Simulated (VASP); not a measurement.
A run of VASP 6.6.1 is set up as follows.

The input INCAR:

```
SYSTEM = Be3TeSe2
PREC = Accurate ; ENCUT = 600
EDIFF = 1E-7 ; ISMEAR = 0
SIGMA = 0.15 ; LREAL = .False.
LASPH = .True. ; NELM = 120
ALGO = Normal ; ISIF = 3
LWAVE = .False. ; LCHARG = .False.
GGA = PE ; IBRION = 2
NSW = 36 ; EDIFFG = -0.08
GGA_COMPAT = .False. ; NELMIN = 4
```

The input KPOINTS:

```
regular mesh
0
Gamma
  3 3 2
  0 0 0
```

The input POSCAR:

```
Be3TeSe2
1.0
    4.1808719400      0.0000000000      0.0000000000
   -2.0904359700      3.6207413100      0.0000000000
    0.0000000000      0.0000000000      8.5994392900
Be Te Se
3 1 2
Direct
    0.3333333300      0.6666666700      0.3567776500
    0.6666666700      0.3333333300      0.1702104800
    0.6666666700      0.3333333300      0.8960602600
    0.6666666700      0.3333333300      0.5885954700
    0.0000000000      0.0000000000      0.8986165600
    0.0000000000      0.0000000000      0.2202774000
```

Potentials or basis: VASP PAW PBE potentials, release 64 (Be, Te, Se).

Launch:

```sh
$ cat potpaw_PBE.64/Be/POTCAR potpaw_PBE.64/Te/POTCAR potpaw_PBE.64/Se/POTCAR > POTCAR
$ mpirun -np 1 vasp_std > vasp.out
```

What does it give for the relaxed cell?

a = 3.816 Å, b = 3.816 Å, c = 13.559 Å, α = 90.00°, β = 90.00°, γ = 120.00°.

What does it give for the space group after relaxing (to 0.1 Å)?

P3m1 (No. 156).

What does it give for the relaxed volume?

28.49 Å³/atom.

Predict the band gap on the k mesh.

3.02 eV.

Step by step:
| step | energy change (eV) | largest force (eV/Å) | pressure (GPa) | volume (Å³) |
| --- | --- | --- | --- | --- |
| 1 | 0.0000 | 1.1072 | -6.12 | 130.18 |
| 2 | -0.6379 | 1.3396 | -1.18 | 115.14 |
| 3 | -0.7542 | 1.6120 | 3.01 | 107.48 |
| 4 | -1.2093 | 1.7544 | 3.27 | 106.63 |
| 5 | -1.8553 | 1.9615 | 13.26 | 103.40 |
| 6 | -1.8990 | 1.4413 | 9.40 | 104.37 |
| 7 | -2.2533 | 1.5514 | 7.67 | 108.47 |
| 8 | -3.0021 | 1.9974 | 4.58 | 121.12 |
| 9 | -3.4028 | 2.3258 | 1.01 | 147.96 |
| 10 | -3.4118 | 2.3358 | 0.41 | 152.45 |
| 11 | -3.7305 | 1.6622 | 0.22 | 156.18 |
| 12 | -4.1025 | 0.6785 | -0.02 | 163.59 |
| 13 | -4.1598 | 0.5392 | -0.78 | 178.49 |
| 14 | -4.2324 | 0.0734 | -0.35 | 171.69 |
| 15 | -4.2326 | 0.0766 | -0.37 | 172.07 |
| 16 | -4.2312 | 0.0594 | 0.70 | 169.61 |
| 17 | -4.2356 | 0.0685 | 0.11 | 170.95 |

Caveat: the k points lie up to 0.63 Å⁻¹ apart in the final cell; the volume moved by over 15 % at a fixed basis, so the end points are rough; spin-orbit coupling is left out, which moves the levels of the heavy elements; this functional lacks dispersion, which binds layers or chains, so the pressure and a relaxed spacing across them are unreliable; the relaxation stopped at a loose force limit of 0.08 eV/Å, so its end isn't a converged minimum. A k mesh can miss the band edges.
